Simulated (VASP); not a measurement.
A run of VASP 6.6.1 is set up as follows.

INCAR

```
SYSTEM = SnSe
  PREC = Accurate
  ENCUT = 520
  EDIFF = 1E-6
  ISMEAR = 0
  SIGMA = 0.05
  LREAL = .False.
  LASPH = .True.
  NELM = 60
  ALGO = Normal
  ISIF = 2
  LWAVE = .False.
  LCHARG = .True.
  GGA = PS
  LELF = .True.
  LVHAR = .True.
  NBANDS = 17
```

KPOINTS

```
regular mesh
0
Gamma
  10 10 10
  0 0 0
```

File POSCAR:

```
SnSe
1.0
    0.0000000000      2.7238171618      3.5409623103
    2.7238171618      0.0000000000      3.5409623103
    2.7238171618      2.7238171618      0.0000000000
Sn Se
1 1
Direct
    0.0000000000      0.0000000000      0.0000000000
    0.5000000000      0.5000000000      0.5000000000
```

Potentials or basis: VASP PAW PBE potentials, release 64 (Sn_d, Se).

Run with:

```sh
$ cat potpaw_PBE.64/Sn_d/POTCAR potpaw_PBE.64/Se/POTCAR > POTCAR
$ mpirun -np 1 vasp_std > vasp.out
```

(1) What does it give for the pressure?

(2) Estimate the band gap on the k mesh.

Results:

(1) 7.9 GPa.

(2) zero (bands 10 and 11 overlap by 0.91 eV).

Caveat: the stress differs along the axes, from -6 to 15 GPa; the PAW data sets were made with another functional, which shifts forces and pressure a little; spin-orbit coupling is left out, which moves the levels of the heavy elements.
